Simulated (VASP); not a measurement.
# Pt (Fm-3m) in VASP: single point with PBEsol

Aim: the single point of Pt with PBEsol.

Everything below comes from runs of VASP 6.6.1. Logs are shortened: lines on timing, memory, paths and dates and some standing lists are left out, and cuts for length are marked.

## (1) The cell of the first run

Symmetry: Fm-3m, No. 225, cubic system. The conventional cell has a = 3.922 Å, b = 3.922 Å, c = 3.922 Å, α = 90.00°, β = 90.00°, γ = 90.00°. Within 3.7 Å of Pt (site symmetry m-3m) lie 12 Pt at 2.77 Å.

## (2) Single point, PBEsol

INCAR reads:

```
PREC = Accurate
ENCUT = 500
EDIFF = 1E-6
ISMEAR = -1
SIGMA = 0.0272
LREAL = False
LASPH = True
NELM = 120
ALGO = Normal
ISIF = 2
LWAVE = False
LCHARG = False
GGA = PS
NBANDS = 11
GGA_COMPAT = False
```

KPOINTS reads:

```
regular mesh
0
Gamma
  12 12 12
```

POSCAR reads:

```
Pt
1.0
    0.0000000000      1.9609000000      1.9609000000
    1.9609000000      0.0000000000      1.9609000000
    1.9609000000      1.9609000000      0.0000000000
Pt
1
Direct
    0.0000000000      0.0000000000      0.0000000000
```

Potentials or basis: VASP PAW PBE potentials, release 64 (Pt).

Command:

```sh
cat potpaw_PBE.64/Pt/POTCAR > POTCAR
mpirun -np 1 vasp_std > vasp.out
```

OUTCAR:

```text
PREC = Accurate
   ENCUT = 500
   EDIFF = 1E-6
   ISMEAR = -1
   LREAL = False
   LASPH = True
   NELM = 120
   ISIF = 2
   GGA = PS

 ion  position               nearest neighbor table
   1  0.000  0.000  0.000-

  LATTYP: Found a face centered cubic cell.
 ALAT       =     3.9218000000

  Lattice vectors:

 A1 = (   0.0000000000,   1.9609000000,   1.9609000000)
 A2 = (   1.9609000000,   0.0000000000,   1.9609000000)
 A3 = (   1.9609000000,   1.9609000000,   0.0000000000)

Analysis of symmetry for initial positions (statically):
=====================================================================
 Subroutine PRICEL returns:
 Original cell was already a primitive cell.

 Routine SETGRP: Setting up the symmetry group for a
 face centered cubic supercell.

 Subroutine GETGRP returns: Found 48 space group operations
 (whereof 48 operations were pure point group operations)
 out of a pool of 48 trial point group operations.

The static configuration has the point symmetry O_h .

Analysis of symmetry for dynamics (positions and initial velocities):
=====================================================================
 Subroutine PRICEL returns:
 Original cell was already a primitive cell.

 Routine SETGRP: Setting up the symmetry group for a
 face centered cubic supercell.

 Subroutine GETGRP returns: Found 48 space group operations
 (whereof 48 operations were pure point group operations)
 out of a pool of 48 trial point group operations.

The dynamic configuration has the point symmetry O_h .

 Subroutine INISYM returns: Found 48 space group operations
 (whereof 48 operations are pure point group operations),
 and found     1 'primitive' translations

----------------------------------------------------------------------------------------

                                     Primitive cell

  volume of cell :      15.0798

  direct lattice vectors                    reciprocal lattice vectors
     0.000000000  1.960900000  1.960900000    -0.254984956  0.254984956  0.254984956
     1.960900000  0.000000000  1.960900000     0.254984956 -0.254984956  0.254984956
     1.960900000  1.960900000  0.000000000     0.254984956  0.254984956 -0.254984956

  length of vectors
     2.773131374  2.773131374  2.773131374     0.441646899  0.441646899  0.441646899

  position of ions in fractional coordinates (direct lattice)
     0.000000000  0.000000000  0.000000000

  ion indices of the primitive-cell ions
   primitive index   ion index
                 1           1

----------------------------------------------------------------------------------------

 KPOINTS: regular mesh

Automatic generation of k-mesh.
 Grid dimensions read from file:
 generate k-points for:   12   12   12

 Generating k-lattice:

  Cartesian coordinates                     Fractional coordinates (reciprocal lattice)
    -0.021248746  0.021248746  0.021248746     0.083333333  0.000000000  0.000000000
     0.021248746 -0.021248746  0.021248746     0.000000000  0.083333333  0.000000000
     0.021248746  0.021248746 -0.021248746     0.000000000  0.000000000  0.083333333

  Length of vectors
     0.036803908  0.036803908  0.036803908

  Shift w.r.t. Gamma in fractional coordinates (k-lattice)
     0.000000000  0.000000000  0.000000000

 Subroutine IBZKPT returns following result:
 ===========================================

 Found     72 irreducible k-points:

 Following reciprocal coordinates:
            Coordinates               Weight
  0.000000  0.000000  0.000000      1.000000
  0.083333  0.000000  0.000000      8.000000
  0.166667  0.000000  0.000000      8.000000
  0.250000  0.000000  0.000000      8.000000
  0.333333  0.000000  0.000000      8.000000
  0.416667  0.000000  0.000000      8.000000
[... 16 lines left out ...]
  0.500000  0.166667  0.000000     24.000000
 -0.416667  0.166667  0.000000     24.000000
 [... further k-points ...]
   k-points           NKPTS =     72   k-points in BZ     NKDIM =     72   number of bands    NBANDS=     11
   number of dos      NEDOS =    301   number of ions     NIONS =      1
   total plane-waves  NPLWV =   8000
   dimension x,y,z NGX =    20 NGY =   20 NGZ =   20
   dimension x,y,z NGXF=    40 NGYF=   40 NGZF=   40
   ions per type =               1
   NGX,Y,Z   is equivalent  to a cutoff of  11.99, 11.99, 11.99 a.u.
   NGXF,Y,Z  is equivalent  to a cutoff of  23.98, 23.98, 23.98 a.u.
 SYSTEM =  unknown system
   PREC   = accura    normal or accurate (medium, high low for compatibility)
   ISTART =      0    job   : 0-new  1-cont  2-samecut
   ICHARG =      2    charge: 1-file 2-atom 10-const
   ISPIN  =      1    spin polarized calculation?
   LNONCOLLINEAR =      F non collinear calculations
   LSORBIT =      F    spin-orbit coupling
   LASPH  =      T    aspherical Exc in radial PAW
   ENCUT  =  500.0 eV  36.75 Ry    6.06 a.u.   5.06  5.06  5.06*2*pi/ulx,y,z
   NELM   =    120;   NELMIN=  2; NELMDL= -5     # of ELM steps
   EDIFF  = 0.1E-05   stopping-criterion for ELM
   LREAL  =      F    real-space projection
   EDIFFG = 0.1E-04   stopping-criterion for IOM
   NSW    =      0    number of steps for IOM
   IBRION =     -1    ionic relax: 0-MD 1-quasi-New 2-CG
   NFREE  =      0    steps in history (QN), initial steepest desc. (CG)
   ISIF   =      2    stress and relaxation
   ISYM   =      2    0-nonsym 1-usesym 2-fastsym
   POTIM  = 0.5000    time-step for ionic-motion
   TEBEG  =    0.0;   TEEND  =   0.0 temperature during run
   PSTRESS=    0.0 pullay stress
   NELECT =      10.0000    total number of electrons
   NUPDOWN=      -1.0000    fix difference up-down
   EMIN   =  10.00;   EMAX   =-10.00  energy-range for DOS
   EFERMI =   0.00;   METHOD = LEGACY
   ISMEAR =    -1;   SIGMA  =   0.03  broadening in eV -4-tet -1-fermi 0-gaus
   EFERMI_NEDOS =   21; number of points for ismear=-14 and -15
   IALGO  =     38    algorithm
   IMIX   =      4    mixing-type and parameters
     AMIX     =   0.40;   BMIX     =  1.00
     AMIX_MAG =   1.60;   BMIX_MAG =  1.00
  volume/ion in A,a.u.               =      15.08       101.76
  Fermi-wavevector in a.u.,A,eV,Ry     =   1.427609  2.697791 27.729605  2.038068
  Thomas-Fermi vector in A             =   2.547760
   LORBIT       =      0    0 simple, 1 ext, 2 COOP (PROOUT), +10 PAW based schemes
   GGA     = PS    functional components
   LHFCALC =     F    Hartree Fock is set to
   AEXX    =    0.0000 exact exchange contribution
   IVDW    =     0    specifies the selected vdW correction
   LEPSILON=     F    determine dielectric tensor
   LRPA    =     F    only Hartree local field effects (RPA)
 non-spin polarized calculation
  energy-cutoff  :      500.00
  volume of cell :       15.08
 maximum number of plane-waves:       392
   NGX = 11   NGY = 11   NGZ = 11

 number of electron      10.0000001 magnetization

 Free energy of the ion-electron system (eV)
  ---------------------------------------------------
  ext. energy  EPLUGINS =         0.00000000
  ---------------------------------------------------
  free energy    TOTEN  =        -6.96688713 eV

  energy without entropy =       -6.96084426  energy(sigma->0) =       -6.96386569

 E-fermi :  11.1243     XC(G=0): -13.6267

 val. band max:       11.1198350091   @ k =  -0.4167   0.4167   0.1667
 cond. band min:      11.1265930978   @ k =   0.5000   0.4167   0.0833
 fundamental gap:      0.0067580887
 Fermi energy:        11.1242715493

 k-point     1 :       0.0000    0.0000    0.0000
  band No.  band energies     occupation
      1       0.8004      2.00000
      2       7.3014      2.00000
      3       7.3014      2.00000
      4       7.3014      2.00000
      5       9.4815      2.00000
      6       9.4815      2.00000
      7      25.7202      0.00000
      8      30.6782      0.00000
      9      30.6782      0.00000
     10      30.6782      0.00000
     11      35.9737      0.00000

 k-point     2 :       0.0833    0.0000    0.0000
  band No.  band energies     occupation
      1       1.0781      2.00000
      2       7.1795      2.00000
      3       7.4096      2.00000
      4       7.4096      2.00000
      5       9.4230      2.00000
      6       9.4230      2.00000
      7      26.1478      0.00000
      8      29.3423      0.00000
      9      31.1057      0.00000
     10      31.1057      0.00000
     11      37.3486      0.00000

 k-point     3 :       0.1667    0.0000    0.0000
  band No.  band energies     occupation
      1       1.8492      2.00000
      2       6.9348      2.00000
      3       7.6306      2.00000
      4       7.6306      2.00000
      5       9.3743      2.00000
      6       9.3743      2.00000
      7      26.9654      0.00000
      8      27.1475      0.00000
      9      32.2937      0.00000
     10      32.2937      0.00000
     11      35.9922      0.00000

 k-point     4 :       0.2500    0.0000    0.0000
  band No.  band energies     occupation
      1       2.8544      2.00000
      2       6.9360      2.00000
      3       7.6790      2.00000
      4       7.6790      2.00000
      5       9.6542      2.00000
      6       9.6542      2.00000
      7      24.3579      0.00000
      8      27.4591      0.00000
      9      33.7126      0.00000
     10      33.7126      0.00000
     11      34.5823      0.00000
[... 239 lines left out ...]
 k-point    22 :       0.4167    0.1667    0.0000
  band No.  band energies     occupation
      1       4.4010      2.00000
      2       6.6220      2.00000
      3       7.1605      2.00000
      4       8.2087      2.00000
      5      11.0893      1.56673
      6      11.6194      0.00000
      7      20.5001      0.00000
      8      27.0307      0.00000
      9      28.4022      0.00000
     10      30.2772      0.00000
     11      37.7384      0.00000

 k-point    23 :       0.5000    0.1667    0.0000
  band No.  band energies     occupation
      1       4.4931      2.00000
      2       6.6451      2.00000
      3       7.8756      2.00000
      4       8.0182      2.00000
      5      11.2161      0.06605
      6      13.5443      0.00000
      7      17.5178      0.00000
      8      26.2672      0.00000
      9      28.4788      0.00000
     10      28.8988      0.00000
     11      38.4239      0.00000

 k-point    24 :      -0.4167    0.1667    0.0000
  band No.  band energies     occupation
      1       4.5516      2.00000
      2       6.6594      2.00000
      3       7.9290      2.00000
      4       8.1897      2.00000
      5      10.8146      1.99998
      6      14.1008      0.00000
      7      17.0905      0.00000
      8      25.8798      0.00000
      9      27.9770      0.00000
     10      29.6060      0.00000
     11      37.9581      0.00000

 [... further k-points ...]
[... 5 lines left out ...]
  --------------------------------------------------------------------------------------
  -------------------------------------------------------------------------------------
  Total       -0.0973854     -0.0973854     -0.0973854      0.0000000      0.0000000      0.0000000
  in kB      -10.3468446    -10.3468446    -10.3468446      0.0000000      0.0000000      0.0000000
  external PRESSURE =     -10.3468446 kB  Pullay stress =       0.0000000 kB

 VOLUME and BASIS-vectors are now :
 -----------------------------------------------------------------------------
  energy-cutoff  :      500.00
  volume of cell :       15.08
      direct lattice vectors                 reciprocal lattice vectors
     0.000000000  1.960900000  1.960900000    -0.254984956  0.254984956  0.254984956
     1.960900000  0.000000000  1.960900000     0.254984956 -0.254984956  0.254984956
     1.960900000  1.960900000  0.000000000     0.254984956  0.254984956 -0.254984956

 POSITION                                       TOTAL-FORCE (eV/Angst)
 -----------------------------------------------------------------------------------
      0.00000      0.00000      0.00000         0.000000      0.000000     -0.000000
 -----------------------------------------------------------------------------------
    total drift:                               -0.000000     -0.000000     -0.000000

  FREE ENERGIE OF THE ION-ELECTRON SYSTEM (eV)
  ---------------------------------------------------
  free  energy   TOTEN  =        -6.9668871259 eV

  energy  without entropy=       -6.9608442602  energy(sigma->0) =       -6.96386569
```

It took 17 s on 1 thread of AMD EPYC 7R13, shared host; peak memory 0.1 GiB.

What came out:

```
Free energy            : -6.9669 eV
Pressure               : -1.0 GPa
Band gap on the k mesh : zero (band 5 reaches 11.61 eV, above the bottom of band 6 at 9.37 eV)
```

Caveat: the PAW data sets were made with another functional, which shifts forces and pressure a little; spin-orbit coupling is left out, which moves the levels of the heavy elements.
